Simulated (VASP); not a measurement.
# FeS2 (Pa-3) in VASP: single point with r2SCAN

Aim: the single point of FeS2 with r2SCAN.

Program: VASP 6.6.1. These are calculated values, not measurements. Logs are shortened: lines on timing, memory, paths and dates and some standing lists are left out, and cuts for length are marked.

## (1) The cell of the first run

Symmetry: Pa-3, No. 205, cubic system. The conventional cell has a = 5.457 Å, b = 5.457 Å, c = 5.457 Å, α = 90.00°, β = 90.00°, γ = 90.00°. Within 3.0 Å of Fe (site symmetry -3) lie 6 S at 2.28 Å. S (site symmetry 3) has 1 S at 2.17 Å and 3 Fe at 2.28 Å within 2.9 Å.

## (2) Single point, r2SCAN (13.54 Å³/atom)

Input file POSCAR:

```
FeS2
1.0
    5.4565103856      0.0000000000      0.0000000000
    0.0000000000      5.4565103856      0.0000000000
    0.0000000000      0.0000000000      5.4565103856
Fe S
4 8
Direct
    0.0000000000      0.5000000000      0.5000000000
    0.5000000000      0.5000000000      0.0000000000
    0.5000000000      0.0000000000      0.5000000000
    0.0000000000      0.0000000000      0.0000000000
    0.3849931412      0.1150068588      0.8849931412
    0.1150068588      0.8849931412      0.3849931412
    0.8849931412      0.3849931412      0.1150068588
    0.6150068588      0.6150068588      0.6150068588
    0.3849931412      0.3849931412      0.3849931412
    0.1150068588      0.6150068588      0.8849931412
    0.8849931412      0.1150068588      0.6150068588
    0.6150068588      0.8849931412      0.1150068588
```

Input file INCAR.step1:

```
SYSTEM = FeS2
ALGO     = Normal         ! electronic algorithm
EDIFF    = 1E-5           ! SCF threshold, eV
ENCUT    = 760            ! plane-wave cutoff, eV
GGA      = PE             ! functional
GGA_COMPAT= .False.      
ISMEAR   = 0              ! smearing method
LASPH    = .True.         ! aspherical terms in the spheres
LCHARG   = .False.        ! write CHGCAR
LREAL    = .False.        ! projectors in reciprocal space
LWAVE    = .True.         ! write WAVECAR
NBANDS   = 68             ! bands
NELM     = 120            ! most SCF steps
PREC     = Accurate       ! precision mode
SIGMA    = 0.01           ! smearing width, eV
```

Input file INCAR.step2:

```
SYSTEM = FeS2
ALGO     = Normal         ! electronic algorithm
EDIFF    = 1E-6           ! SCF threshold, eV
ENCUT    = 760            ! plane-wave cutoff, eV
GGA_COMPAT= .False.      
ISIF     = 2              ! what is computed and relaxed
ISMEAR   = 0              ! smearing method
ISTART   = 1            
LASPH    = .True.         ! aspherical terms in the spheres
LCHARG   = .False.        ! write CHGCAR
LMIXTAU  = .True.       
LREAL    = .False.        ! projectors in reciprocal space
LWAVE    = .False.        ! write WAVECAR
METAGGA  = R2SCAN         ! meta-GGA
NBANDS   = 68             ! bands
NELM     = 120            ! most SCF steps
PREC     = Accurate       ! precision mode
SIGMA    = 0.01           ! smearing width, eV
```

Input file KPOINTS:

```
k-points
0
Gamma
  4 4 4
  0 0 0
```

Potentials or basis: VASP PAW PBE potentials, release 64 (Fe_sv, S).

Launch:

```console
$ cat potpaw_PBE.64/Fe_sv/POTCAR potpaw_PBE.64/S/POTCAR > POTCAR
$ cp INCAR.step1 INCAR
$ mpirun -np 1 vasp_std > vasp.out
$ cp INCAR.step2 INCAR
$ mpirun -np 1 vasp_std > vasp.out
```

OUTCAR:

```text
SYSTEM = FeS2
   EDIFF = 1E-6
   ENCUT = 760
   ISIF = 2
   ISMEAR = 0
   ISTART = 1
   LASPH = .True.
   LREAL = .False.
   METAGGA = R2SCAN
   NELM = 120
   PREC = Accurate

 ion  position               nearest neighbor table
   1  0.000  0.500  0.500-   6 2.28   7 2.28   8 2.28   9 2.28  10 2.28  11 2.28
   2  0.500  0.500  0.000-   5 2.28   7 2.28   8 2.28   9 2.28  10 2.28  12 2.28
   3  0.500  0.000  0.500-   5 2.28   6 2.28   8 2.28   9 2.28  11 2.28  12 2.28
   4  0.000  0.000  0.000-   5 2.28   6 2.28   7 2.28  10 2.28  11 2.28  12 2.28
   5  0.385  0.115  0.885-  12 2.17   3 2.28   4 2.28   2 2.28
   6  0.115  0.885  0.385-  11 2.17   3 2.28   4 2.28   1 2.28
   7  0.885  0.385  0.115-  10 2.17   2 2.28   4 2.28   1 2.28
   8  0.615  0.615  0.615-   9 2.17   2 2.28   3 2.28   1 2.28
   9  0.385  0.385  0.385-   8 2.17   2 2.28   3 2.28   1 2.28
  10  0.115  0.615  0.885-   7 2.17   2 2.28   4 2.28   1 2.28
  11  0.885  0.115  0.615-   6 2.17   3 2.28   4 2.28   1 2.28
  12  0.615  0.885  0.115-   5 2.17   3 2.28   4 2.28   2 2.28

  LATTYP: Found a simple cubic cell.
 ALAT       =     5.4565103856

  Lattice vectors:

 A1 = (   5.4565103856,   0.0000000000,   0.0000000000)
 A2 = (   0.0000000000,   5.4565103856,   0.0000000000)
 A3 = (   0.0000000000,   0.0000000000,   5.4565103856)

Analysis of symmetry for initial positions (statically):
=====================================================================
 Subroutine PRICEL returns:
 Original cell was already a primitive cell.

 Routine SETGRP: Setting up the symmetry group for a
 simple cubic supercell.

 Subroutine GETGRP returns: Found 24 space group operations
 (whereof  6 operations were pure point group operations)
 out of a pool of 48 trial point group operations.

The static configuration has the point symmetry S_6 .
 The point group associated with its full space group is T_h .

Analysis of symmetry for dynamics (positions and initial velocities):
=====================================================================
 Subroutine PRICEL returns:
 Original cell was already a primitive cell.

 Routine SETGRP: Setting up the symmetry group for a
 simple cubic supercell.

 Subroutine GETGRP returns: Found 24 space group operations
 (whereof  6 operations were pure point group operations)
 out of a pool of 48 trial point group operations.

The dynamic configuration has the point symmetry S_6 .
 The point group associated with its full space group is T_h .

 Subroutine INISYM returns: Found 24 space group operations
 (whereof  6 operations are pure point group operations),
 and found     1 'primitive' translations

----------------------------------------------------------------------------------------

                                     Primitive cell

  volume of cell :     162.4594

  direct lattice vectors                    reciprocal lattice vectors
     5.456510386  0.000000000  0.000000000     0.183267314  0.000000000  0.000000000
     0.000000000  5.456510386  0.000000000     0.000000000  0.183267314  0.000000000
     0.000000000  0.000000000  5.456510386     0.000000000  0.000000000  0.183267314

  length of vectors
     5.456510386  5.456510386  5.456510386     0.183267314  0.183267314  0.183267314

  position of ions in fractional coordinates (direct lattice)
     0.000000000  0.500000000  0.500000000
     0.500000000  0.500000000  0.000000000
     0.500000000  0.000000000  0.500000000
     0.000000000  0.000000000  0.000000000
     0.384993141  0.115006859  0.884993141
     0.115006859  0.884993141  0.384993141
     0.884993141  0.384993141  0.115006859
     0.615006859  0.615006859  0.615006859
     0.384993141  0.384993141  0.384993141
     0.115006859  0.615006859  0.884993141
     0.884993141  0.115006859  0.615006859
     0.615006859  0.884993141  0.115006859

  ion indices of the primitive-cell ions
   primitive index   ion index
                 1           1
                 2           2
                 3           3
                 4           4
                 5           5
                 6           6
                 7           7
                 8           8
                 9           9
                10          10
                11          11
                12          12

----------------------------------------------------------------------------------------

 KPOINTS: k-points

Automatic generation of k-mesh.
 Grid dimensions read from file:
 generate k-points for:    4    4    4

 Generating k-lattice:

  Cartesian coordinates                     Fractional coordinates (reciprocal lattice)
     0.045816828  0.000000000  0.000000000     0.250000000  0.000000000  0.000000000
     0.000000000  0.045816828  0.000000000     0.000000000  0.250000000  0.000000000
     0.000000000  0.000000000  0.045816828     0.000000000  0.000000000  0.250000000

  Length of vectors
     0.045816828  0.045816828  0.045816828

  Shift w.r.t. Gamma in fractional coordinates (k-lattice)
     0.000000000  0.000000000  0.000000000

 Subroutine IBZKPT returns following result:
 ===========================================

 Found     11 irreducible k-points:

 Following reciprocal coordinates:
            Coordinates               Weight
  0.000000  0.000000  0.000000      1.000000
  0.250000  0.000000  0.000000      6.000000
  0.500000  0.000000  0.000000      3.000000
  0.250000  0.250000  0.000000     12.000000
  0.500000  0.250000  0.000000      6.000000
 -0.250000  0.500000  0.000000      6.000000
  0.500000  0.500000  0.000000      3.000000
  0.250000  0.250000  0.250000      8.000000
  0.500000  0.250000  0.250000     12.000000
  0.500000  0.500000  0.250000      6.000000
  0.500000  0.500000  0.500000      1.000000
   k-points           NKPTS =     11   k-points in BZ     NKDIM =     11   number of bands    NBANDS=     68
   number of dos      NEDOS =    301   number of ions     NIONS =     12
   total plane-waves  NPLWV = 125000
   dimension x,y,z NGX =    50 NGY =   50 NGZ =   50
   dimension x,y,z NGXF=   100 NGYF=  100 NGZF=  100
   ions per type =               4   8
   NGX,Y,Z   is equivalent  to a cutoff of  15.23, 15.23, 15.23 a.u.
   NGXF,Y,Z  is equivalent  to a cutoff of  30.47, 30.47, 30.47 a.u.
 SYSTEM =  FeS2
   PREC   = accura    normal or accurate (medium, high low for compatibility)
   ISTART =      1    job   : 0-new  1-cont  2-samecut
   ICHARG =      0    charge: 1-file 2-atom 10-const
   ISPIN  =      1    spin polarized calculation?
   LNONCOLLINEAR =      F non collinear calculations
   LSORBIT =      F    spin-orbit coupling
   LASPH  =      T    aspherical Exc in radial PAW
   ENCUT  =  760.0 eV  55.86 Ry    7.47 a.u.  12.27 12.27 12.27*2*pi/ulx,y,z
   NELM   =    120;   NELMIN=  2; NELMDL=  0     # of ELM steps
   EDIFF  = 0.1E-05   stopping-criterion for ELM
   LREAL  =      F    real-space projection
   EDIFFG = 0.1E-04   stopping-criterion for IOM
   NSW    =      0    number of steps for IOM
   IBRION =     -1    ionic relax: 0-MD 1-quasi-New 2-CG
   NFREE  =      0    steps in history (QN), initial steepest desc. (CG)
   ISIF   =      2    stress and relaxation
   ISYM   =      2    0-nonsym 1-usesym 2-fastsym
   POTIM  = 0.5000    time-step for ionic-motion
   TEBEG  =    0.0;   TEEND  =   0.0 temperature during run
   PSTRESS=    0.0 pullay stress
   NELECT =     112.0000    total number of electrons
   NUPDOWN=      -1.0000    fix difference up-down
   EMIN   =  10.00;   EMAX   =-10.00  energy-range for DOS
   EFERMI =   0.00;   METHOD = LEGACY
   ISMEAR =     0;   SIGMA  =   0.01  broadening in eV -4-tet -1-fermi 0-gaus
   EFERMI_NEDOS =   21; number of points for ismear=-14 and -15
   IALGO  =     38    algorithm
   IMIX   =      4    mixing-type and parameters
     AMIX     =   0.40;   BMIX     =  1.00
     AMIX_MAG =   1.60;   BMIX_MAG =  1.00
  volume/ion in A,a.u.               =      13.54        91.36
  Fermi-wavevector in a.u.,A,eV,Ry     =   1.446214  2.732948 28.457055  2.091535
  Thomas-Fermi vector in A             =   2.564308
   LORBIT       =      0    0 simple, 1 ext, 2 COOP (PROOUT), +10 PAW based schemes
   METAGGA = R2SCAN    functional components
   LHFCALC =     F    Hartree Fock is set to
   AEXX    =    0.0000 exact exchange contribution
   IVDW    =     0    specifies the selected vdW correction
   LEPSILON=     F    determine dielectric tensor
   LRPA    =     F    only Hartree local field effects (RPA)
 non-spin polarized calculation
 Gauss-broadening in eV      SIGMA  =   0.01
  energy-cutoff  :      760.00
  volume of cell :      162.46
 maximum number of plane-waves:      7809
 NGX is ok and might be reduce to    50
   NGX = 25   NGY = 25   NGZ = 25

 number of electron     111.9999994 magnetization

 Free energy of the ion-electron system (eV)
  ---------------------------------------------------
  ext. energy  EPLUGINS =         0.00000000
  ---------------------------------------------------
  free energy    TOTEN  =      -128.03745925 eV

  energy without entropy =     -128.03745925  energy(sigma->0) =     -128.03745925

 E-fermi :   9.1914     XC(G=0): -12.6480

 val. band max:        9.0579466583   @ k =   0.5000   0.0000   0.0000
 cond. band min:       9.9861456963   @ k =   0.0000   0.0000   0.0000
 fundamental gap:      0.9281990380
 Fermi energy:         9.1913694074

 k-point     1 :       0.0000    0.0000    0.0000
  band No.  band energies     occupation
      1     -80.1347      2.00000
      2     -80.1345      2.00000
      3     -80.1345      2.00000
      4     -80.1345      2.00000
      5     -44.9920      2.00000
      6     -44.9920      2.00000
[... 60 lines left out ...]
     67      13.3433      0.00000
     68      13.3434      0.00000
[... 708 lines left out ...]
     67      12.5712      0.00000
     68      12.5712      0.00000

------------------------ aborting loop because EDIFF is reached ----------------------------------------

  FORCE on cell =-STRESS in cart. coord.  units (eV):
  Direction    XX          YY          ZZ          XY          YZ          ZX
  --------------------------------------------------------------------------------------
  -------------------------------------------------------------------------------------
  Total       -5.0443068     -5.0443068     -5.0443068      0.0000000     -0.0000000      0.0000000
  in kB      -49.7470251    -49.7470251    -49.7470251      0.0000000     -0.0000000      0.0000000
  external PRESSURE =     -49.7470251 kB  Pullay stress =       0.0000000 kB

 VOLUME and BASIS-vectors are now :
 -----------------------------------------------------------------------------
  energy-cutoff  :      760.00
  volume of cell :      162.46
      direct lattice vectors                 reciprocal lattice vectors
     5.456510386  0.000000000  0.000000000     0.183267314  0.000000000  0.000000000
     0.000000000  5.456510386  0.000000000     0.000000000  0.183267314  0.000000000
     0.000000000  0.000000000  5.456510386     0.000000000  0.000000000  0.183267314

 POSITION                                       TOTAL-FORCE (eV/Angst)
 -----------------------------------------------------------------------------------
      0.00000      2.72826      2.72826         0.000000      0.000000      0.000000
      2.72826      2.72826      0.00000         0.000000      0.000000      0.000000
      2.72826      0.00000      2.72826         0.000000      0.000000      0.000000
      0.00000      0.00000      0.00000         0.000000      0.000000      0.000000
      2.10072      0.62754      4.82897         0.074730     -0.074730      0.074730
      0.62754      4.82897      2.10072        -0.074730      0.074730      0.074730
      4.82897      2.10072      0.62754         0.074730      0.074730     -0.074730
      3.35579      3.35579      3.35579        -0.074730     -0.074730     -0.074730
      2.10072      2.10072      2.10072         0.074730      0.074730      0.074730
      0.62754      3.35579      4.82897        -0.074730     -0.074730      0.074730
      4.82897      0.62754      3.35579         0.074730     -0.074730     -0.074730
      3.35579      4.82897      0.62754        -0.074730      0.074730     -0.074730
 -----------------------------------------------------------------------------------
    total drift:                               -0.000000     -0.000000      0.000000

  FREE ENERGIE OF THE ION-ELECTRON SYSTEM (eV)
  ---------------------------------------------------
  free  energy   TOTEN  =      -128.0374592547 eV

  energy  without entropy=     -128.0374592547  energy(sigma->0) =     -128.03745925
```

Run time: 13 min. Hardware: 1 thread of Intel Xeon Platinum 8259CL at 2.50GHz (Skylake/Cascade Lake), shared host; peak memory 0.46 GiB.

Results:

- Free energy: -128.0375 eV
- Pressure: -5.0 GPa
- Largest force: 0.129 eV/Å
- Band gap on the k mesh: 0.93 eV (least direct gap 0.99 eV)

Forces in eV/Å, atoms in the order of the input:
```
Fe   0.000  0.000  0.000
Fe   0.000  0.000  0.000
Fe   0.000  0.000  0.000
Fe   0.000  0.000  0.000
S    0.075 -0.075  0.075
S   -0.075  0.075  0.075
S    0.075  0.075 -0.075
S   -0.075 -0.075 -0.075
S    0.075  0.075  0.075
S   -0.075 -0.075  0.075
S    0.075 -0.075 -0.075
S   -0.075  0.075 -0.075
```

Caveat: the cell stands under tension; the PAW data sets were made with another functional, which shifts forces and pressure a little. Spin polarisation is off, so any magnetic state and its effect on volume and gap are missing.
